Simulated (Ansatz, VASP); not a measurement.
One calculation of LiTa3O4, two programs

```xyz
8
Lattice="2.9813 0.0000 0.0000 -1.4907 2.5819 0.0000 0.0000 0.0000 12.7113" Properties=species:S:1:pos:R:3 pbc="T T T"
Li    0.0000    0.0000    9.5694
Ta    0.0000    0.0000    3.4626
Ta    0.0000    1.7213    0.0712
Ta    0.0000    1.7213    6.8995
O     0.0000    0.0000   11.4982
O     0.0000    0.0000    5.4661
O     0.0000    1.7213    8.7269
O     0.0000    1.7213    2.1006
```

Change from the starting cell: species swapped into the Zn3CdO4 type (P3m1, No. 156).

Alike in both runs: functional PBE; k mesh 6 × 6 × 2; occupations gaussian, width 0.2 eV; no spin polarisation.

Ansatz relaxed the structure, and its values are those at the end. VASP's run is a single point on that final structure, the one shown.

```csv
,VASP,Ansatz
version,VASP 6.6.1,Ansatz 0.2.0
potentials or method,"VASP PAW PBE potentials, release 64 (Li_sv, Ta_pv, O), cutoff 520 eV","scalar-relativistic, plane waves, PAW"
valence electrons in the cell,60,66
```

```tsv
	VASP	Ansatz	Ansatz less VASP
gap on the k mesh at the Fermi level (eV)	none	none	-
rms of the force components (eV/Å)	0.052	0.024	-0.0277
```

A gap of «none» marks a metal or a gap that the smearing closes. VASP's potentials hold 60 valence electrons a cell and Ansatz's 66, so a difference there can come from the potentials and not from the codes.

The k mesh is coarse, so the values compare programs but aren't converged. Spin-orbit coupling is off throughout. Noted on VASP's run: the cutoff is short for stress, so the pressure is rough.
